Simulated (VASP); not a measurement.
# ZnS (P6_3mc) in VASP: density of states with PBE

Aim: the density of states of ZnS with PBE.

Everything below comes from runs of VASP 6.6.1. Logs are shortened: lines on timing, memory, paths and dates and some standing lists are left out, and cuts for length are marked.

**1. The cell of the first run**

It takes space group P6_3mc (No. 186, hexagonal). Conventional cell: a = 3.846 Å, b = 3.846 Å, c = 6.304 Å, α = 90.00°, β = 90.00°, γ = 120.00°. Within 3.1 Å of Zn (site symmetry 3m) lie 4 S at 2.36 Å. S (site symmetry 3m) has 4 Zn at 2.36 Å within 3.1 Å.

**2. Density of states, PBE**

File POSCAR:

```
ZnS
1.0
    3.8457352458      0.0000000000      0.0000000000
   -1.9228676229      3.3305044191      0.0000000000
    0.0000000000      0.0000000000      6.3042469113
Zn S
2 2
Direct
    0.3333333333      0.6666666667      0.0052037217
    0.6666666667      0.3333333333      0.5052037217
    0.3333333333      0.6666666667      0.3797962683
    0.6666666667      0.3333333333      0.8797962683
```

File INCAR.step1:

```
SYSTEM = ZnS
PREC = Accurate ; ENCUT = 520
EDIFF = 1E-7 ; ISMEAR = 0
SIGMA = 0.02 ; LREAL = .FALSE.
LASPH = .TRUE. ; NELM = 80
ALGO = Normal ; ISIF = 2
LWAVE = .FALSE. ; LCHARG = .TRUE.
GGA = PE ; NBANDS = 26
```

File KPOINTS.step1:

```
Automatic mesh
0
G
  12 12 6
  0 0 0
```

File INCAR.step2:

```
SYSTEM = ZnS
PREC = Accurate ; ENCUT = 520
EDIFF = 1E-7 ; ISMEAR = -5
SIGMA = 0.02 ; LREAL = .FALSE.
LASPH = .TRUE. ; NELM = 80
ALGO = Normal ; ISIF = 2
LWAVE = .FALSE. ; LCHARG = .FALSE.
GGA = PE ; LORBIT = 11
NEDOS = 2001 ; ICHARG = 11
```

File KPOINTS.step2:

```
Automatic mesh
0
G
  18 18 9
  0 0 0
```

Potentials or basis: VASP PAW PBE potentials, release 64 (Zn, S).

Launch:

```console
$ cat potpaw_PBE.64/Zn/POTCAR potpaw_PBE.64/S/POTCAR > POTCAR
$ cp INCAR.step1 INCAR
$ cp KPOINTS.step1 KPOINTS
$ mpirun -np 1 vasp_std > vasp.out
$ cp INCAR.step2 INCAR
$ cp KPOINTS.step2 KPOINTS
$ mpirun -np 1 vasp_std > vasp.out
```

OUTCAR:

```text
SYSTEM = ZnS
   PREC = Accurate
   ENCUT = 520
   EDIFF = 1E-7
   ISMEAR = -5
   LREAL = .FALSE.
   LASPH = .TRUE.
   NELM = 80
   ISIF = 2
   GGA = PE
   LORBIT = 11
   ICHARG = 11

 ion  position               nearest neighbor table
   1  0.333  0.667  0.005-   4 2.36   4 2.36   4 2.36   3 2.36
   2  0.667  0.333  0.505-   3 2.36   3 2.36   3 2.36   4 2.36
   3  0.333  0.667  0.380-   2 2.36   2 2.36   2 2.36   1 2.36
   4  0.667  0.333  0.880-   1 2.36   1 2.36   1 2.36   2 2.36

  LATTYP: Found a hexagonal cell.
 ALAT       =     3.8457352458
 C/A-ratio  =     1.6392826101

  Lattice vectors:

 A1 = (   3.8457352458,   0.0000000000,   0.0000000000)
 A2 = (  -1.9228676229,   3.3305044191,   0.0000000000)
 A3 = (   0.0000000000,   0.0000000000,   6.3042469113)

Analysis of symmetry for initial positions (statically):
=====================================================================
 Subroutine PRICEL returns:
 Original cell was already a primitive cell.

 Routine SETGRP: Setting up the symmetry group for a
 hexagonal supercell.

 Subroutine GETGRP returns: Found 12 space group operations
 (whereof  6 operations were pure point group operations)
 out of a pool of 24 trial point group operations.

The static configuration has the point symmetry C_3v.
 The point group associated with its full space group is C_6v.

Analysis of symmetry for dynamics (positions and initial velocities):
=====================================================================
 Subroutine PRICEL returns:
 Original cell was already a primitive cell.

 Routine SETGRP: Setting up the symmetry group for a
 hexagonal supercell.

 Subroutine GETGRP returns: Found 12 space group operations
 (whereof  6 operations were pure point group operations)
 out of a pool of 24 trial point group operations.

The dynamic configuration has the point symmetry C_3v.
 The point group associated with its full space group is C_6v.

 Subroutine INISYM returns: Found 12 space group operations
 (whereof  6 operations are pure point group operations),
 and found     1 'primitive' translations

----------------------------------------------------------------------------------------

                                     Primitive cell

  volume of cell :      80.7463

  direct lattice vectors                    reciprocal lattice vectors
     3.845735246  0.000000000  0.000000000     0.260028300  0.150127409  0.000000000
    -1.922867623  3.330504419  0.000000000     0.000000000  0.300254819  0.000000000
     0.000000000  0.000000000  6.304246911     0.000000000  0.000000000  0.158623229

  length of vectors
     3.845735246  3.845735246  6.304246911     0.300254819  0.300254819  0.158623229

  position of ions in fractional coordinates (direct lattice)
     0.333333333  0.666666667  0.005203722
     0.666666667  0.333333333  0.505203722
     0.333333333  0.666666667  0.379796268
     0.666666667  0.333333333  0.879796268

  ion indices of the primitive-cell ions
   primitive index   ion index
                 1           1
                 2           2
                 3           3
                 4           4

----------------------------------------------------------------------------------------

 KPOINTS: Automatic mesh

Automatic generation of k-mesh.
 Grid dimensions read from file:
 generate k-points for:   18   18    9

 Generating k-lattice:

  Cartesian coordinates                     Fractional coordinates (reciprocal lattice)
     0.014446017  0.008340412  0.000000000     0.055555556  0.000000000  0.000000000
     0.000000000  0.016680823  0.000000000     0.000000000  0.055555556  0.000000000
     0.000000000  0.000000000  0.017624803     0.000000000  0.000000000  0.111111111

  Length of vectors
     0.016680823  0.016680823  0.017624803

  Shift w.r.t. Gamma in fractional coordinates (k-lattice)
     0.000000000  0.000000000  0.000000000

 TETIRR: Found   2805 inequivalent tetrahedra from    17496

 Subroutine IBZKPT returns following result:
 ===========================================

 Found    185 irreducible k-points:

 Following reciprocal coordinates:
            Coordinates               Weight
  0.000000  0.000000  0.000000      1.000000
  0.055556 -0.000000  0.000000      6.000000
  0.111111 -0.000000  0.000000      6.000000
  0.166667  0.000000  0.000000      6.000000
  0.222222  0.000000  0.000000      6.000000
  0.277778  0.000000  0.000000      6.000000
[... 16 lines left out ...]
  0.333333  0.111111  0.000000     12.000000
  0.388889  0.111111  0.000000     12.000000
 [... further k-points ...]
   k-points           NKPTS =    185   k-points in BZ     NKDIM =    185   number of bands    NBANDS=     22
   number of dos      NEDOS =   2001   number of ions     NIONS =      4
   total plane-waves  NPLWV =  43200
   dimension x,y,z NGX =    30 NGY =   30 NGZ =   48
   dimension x,y,z NGXF=    60 NGYF=   60 NGZF=   96
   ions per type =               2   2
   NGX,Y,Z   is equivalent  to a cutoff of  12.97, 12.97, 12.66 a.u.
   NGXF,Y,Z  is equivalent  to a cutoff of  25.94, 25.94, 25.32 a.u.
 SYSTEM =  ZnS
   PREC   = accura    normal or accurate (medium, high low for compatibility)
   ISTART =      0    job   : 0-new  1-cont  2-samecut
   ICHARG =     11    charge: 1-file 2-atom 10-const
   ISPIN  =      1    spin polarized calculation?
   LNONCOLLINEAR =      F non collinear calculations
   LSORBIT =      F    spin-orbit coupling
   LASPH  =      T    aspherical Exc in radial PAW
   ENCUT  =  520.0 eV  38.22 Ry    6.18 a.u.   7.15  7.15 11.72*2*pi/ulx,y,z
   NELM   =     80;   NELMIN=  2; NELMDL=  0     # of ELM steps
   EDIFF  = 0.1E-06   stopping-criterion for ELM
   LREAL  =      F    real-space projection
   EDIFFG = 0.1E-05   stopping-criterion for IOM
   NSW    =      0    number of steps for IOM
   IBRION =     -1    ionic relax: 0-MD 1-quasi-New 2-CG
   NFREE  =      0    steps in history (QN), initial steepest desc. (CG)
   ISIF   =      2    stress and relaxation
   ISYM   =      2    0-nonsym 1-usesym 2-fastsym
   POTIM  = 0.5000    time-step for ionic-motion
   TEBEG  =    0.0;   TEEND  =   0.0 temperature during run
   PSTRESS=    0.0 pullay stress
   NELECT =      36.0000    total number of electrons
   NUPDOWN=      -1.0000    fix difference up-down
   EMIN   =  10.00;   EMAX   =-10.00  energy-range for DOS
   EFERMI =   0.00;   METHOD = LEGACY
   ISMEAR =    -5;   SIGMA  =   0.02  broadening in eV -4-tet -1-fermi 0-gaus
   EFERMI_NEDOS =   21; number of points for ismear=-14 and -15
   IALGO  =     38    algorithm
   IMIX   =      4    mixing-type and parameters
     AMIX     =   0.40;   BMIX     =  1.00
     AMIX_MAG =   1.60;   BMIX_MAG =  1.00
  volume/ion in A,a.u.               =      20.19       136.23
  Fermi-wavevector in a.u.,A,eV,Ry     =   1.250647  2.363380 21.281121  1.564118
  Thomas-Fermi vector in A             =   2.384632
   LORBIT       =     11    0 simple, 1 ext, 2 COOP (PROOUT), +10 PAW based schemes
   GGA     = PE    functional components
   LHFCALC =     F    Hartree Fock is set to
   AEXX    =    0.0000 exact exchange contribution
   IVDW    =     0    specifies the selected vdW correction
   LEPSILON=     F    determine dielectric tensor
   LRPA    =     F    only Hartree local field effects (RPA)
 non-spin polarized calculation
 Fermi weights with tetrahedron method with Bloechl corrections
  energy-cutoff  :      520.00
  volume of cell :       80.75
 maximum number of plane-waves:      2205
 NGX is ok and might be reduce to    30

 number of electron      36.0000011 magnetization

 Free energy of the ion-electron system (eV)
  ---------------------------------------------------
  ext. energy  EPLUGINS =         0.00000000
  ---------------------------------------------------
  free energy    TOTEN  =       -13.69383180 eV

  energy without entropy =      -13.69383180  energy(sigma->0) =      -13.69383180

 E-fermi :   1.9232     XC(G=0):  -9.5159

 val. band max:        1.9121785114   @ k =   0.0000   0.0000   0.0000
 cond. band min:       3.9948176430   @ k =   0.0000   0.0000   0.0000
 fundamental gap:      2.0826391315
 Fermi energy:         1.9232467934

 k-point     1 :       0.0000    0.0000    0.0000
  band No.  band energies     occupation
      1     -11.0941      2.00000
      2     -10.2045      2.00000
      3      -4.3427      2.00000
      4      -4.3309      2.00000
      5      -4.3309      2.00000
      6      -4.2527      2.00000
[... 14 lines left out ...]
     21       8.2398      0.00000
     22       8.2404      0.00000

 k-point     2 :       0.0556   -0.0000    0.0000
  band No.  band energies     occupation
      1     -11.0739      2.00000
      2     -10.1931      2.00000
      3      -4.3404      2.00000
      4      -4.3302      2.00000
      5      -4.3268      2.00000
      6      -4.2506      2.00000
[... 14 lines left out ...]
     21       8.1232      0.00000
     22       8.3019      0.00000

 k-point     3 :       0.1111   -0.0000    0.0000
  band No.  band energies     occupation
      1     -11.0145      2.00000
      2     -10.1603      2.00000
      3      -4.3392      2.00000
      4      -4.3226      2.00000
      5      -4.3152      2.00000
      6      -4.2435      2.00000
[... 14 lines left out ...]
     21       7.8800      0.00000
     22       8.4696      0.00000

 k-point     4 :       0.1667    0.0000    0.0000
  band No.  band energies     occupation
      1     -10.9197      2.00000
      2     -10.1106      2.00000
      3      -4.3405      2.00000
      4      -4.3072      2.00000
      5      -4.2984      2.00000
      6      -4.2284      2.00000
[... 14 lines left out ...]
     21       7.7133      0.00000
     22       8.7189      0.00000

 k-point     5 :       0.2222    0.0000    0.0000
  band No.  band energies     occupation
      1     -10.7958      2.00000
      2     -10.0513      2.00000
      3      -4.3394      2.00000
      4      -4.2899      2.00000
      5      -4.2794      2.00000
      6      -4.2015      2.00000
[... 14 lines left out ...]
     21       7.7546      0.00000
     22       8.5314      0.00000

 k-point     6 :       0.2778    0.0000    0.0000
  band No.  band energies     occupation
      1     -10.6525      2.00000
      2      -9.9920      2.00000
      3      -4.3333      2.00000
      4      -4.2713      2.00000
      5      -4.2617      2.00000
      6      -4.1607      2.00000
[... 14 lines left out ...]
     21       7.7482      0.00000
     22       8.4491      0.00000

 k-point     7 :       0.3333    0.0000    0.0000
  band No.  band energies     occupation
      1     -10.5027      2.00000
      2      -9.9435      2.00000
      3      -4.3240      2.00000
      4      -4.2477      2.00000
      5      -4.2455      2.00000
      6      -4.1073      2.00000
[... 324 lines left out ...]
      6      -4.2014      2.00000
[... 14 lines left out ...]
     21       7.5733      0.00000
     22       8.1944      0.00000

 k-point    21 :       0.2222    0.1111    0.0000
  band No.  band energies     occupation
      1     -10.6067      2.00000
      2      -9.9750      2.00000
      3      -4.3101      2.00000
      4      -4.2697      2.00000
      5      -4.2555      2.00000
      6      -4.1675      2.00000
[... 14 lines left out ...]
     21       7.6929      0.00000
     22       8.0678      0.00000

 k-point    22 :       0.2778    0.1111    0.0000
  band No.  band energies     occupation
      1     -10.4619      2.00000
      2      -9.9319      2.00000
      3      -4.3029      2.00000
      4      -4.2501      2.00000
      5      -4.2243      2.00000
      6      -4.1241      2.00000
[... 14 lines left out ...]
     21       7.4073      0.00000
     22       8.4611      0.00000

 k-point    23 :       0.3333    0.1111    0.0000
  band No.  band energies     occupation
      1     -10.3269      2.00000
      2      -9.9083      2.00000
      3      -4.3013      2.00000
      4      -4.2369      2.00000
      5      -4.1754      2.00000
      6      -4.0813      2.00000
[... 14 lines left out ...]
     21       7.1321      0.00000
     22       8.7852      0.00000

 k-point    24 :       0.3889    0.1111    0.0000
  band No.  band energies     occupation
      1     -10.2235      2.00000
      2      -9.9053      2.00000
      3      -4.3016      2.00000
      4      -4.2298      2.00000
      5      -4.1228      2.00000
      6      -4.0578      2.00000
[... 14 lines left out ...]
     21       6.9569      0.00000
     22       8.8203      0.00000

 [... further k-points ...]
[... 5 lines left out ...]
  --------------------------------------------------------------------------------------
  -------------------------------------------------------------------------------------
  Total        0.0868828      0.0868828      0.1020051      0.0000000      0.0000000     -0.0000000
  in kB        1.7239382      1.7239382      2.0239978      0.0000000      0.0000000     -0.0000000
  external PRESSURE =       1.8239580 kB  Pullay stress =       0.0000000 kB

 VOLUME and BASIS-vectors are now :
 -----------------------------------------------------------------------------
  energy-cutoff  :      520.00
  volume of cell :       80.75
      direct lattice vectors                 reciprocal lattice vectors
     3.845735246  0.000000000  0.000000000     0.260028300  0.150127409  0.000000000
    -1.922867623  3.330504419  0.000000000     0.000000000  0.300254819  0.000000000
     0.000000000  0.000000000  6.304246911     0.000000000  0.000000000  0.158623229

 POSITION                                       TOTAL-FORCE (eV/Angst)
 -----------------------------------------------------------------------------------
     -0.00000      2.22034      0.03281        -0.000000     -0.000000      0.000753
      1.92287      1.11017      3.18493         0.000000      0.000000      0.000753
     -0.00000      2.22034      2.39433        -0.000000      0.000000     -0.000753
      1.92287      1.11017      5.54645         0.000000     -0.000000     -0.000753
 -----------------------------------------------------------------------------------
    total drift:                               -0.000000     -0.000000     -0.000398

  FREE ENERGIE OF THE ION-ELECTRON SYSTEM (eV)
  ---------------------------------------------------
  free  energy   TOTEN  =       -13.6938318048 eV

  energy  without entropy=      -13.6938318048  energy(sigma->0) =      -13.69383180

 total charge

# of ion       s       p       d       tot
------------------------------------------
    1        0.512   0.456   9.798  10.766
    2        0.512   0.456   9.798  10.766
    3        1.315   2.427   0.000   3.743
    4        1.315   2.427   0.000   3.743
--------------------------------------------------
tot          3.655   5.767  19.596  29.018
```

Wall time 4.6 min (1 thread of Intel Xeon Platinum 8259CL at 2.50GHz (Skylake/Cascade Lake), shared host); peak memory 0.4 GiB.

Results:

* Valence electrons inside the program's atomic spheres: Zn 10.77; S 3.74

Levels at points of the mesh, in eV from the valence-band top:
| k point | band 14 | band 15 | band 16 | band 17 | band 18 | band 19 | band 20 | band 21 | band 22 |
| --- | --- | --- | --- | --- | --- | --- | --- | --- | --- |
| (0.00, 0.00, 0.00) | -0.86 | -0.86 | -0.07 | 0.00 | 0.00 | 2.08 | 3.05 | 6.33 | 6.33 |
| (0.50, 0.00, 0.00) | -4.01 | -3.14 | -2.14 | -1.61 | -0.85 | 3.68 | 4.18 | 5.14 | 6.93 |
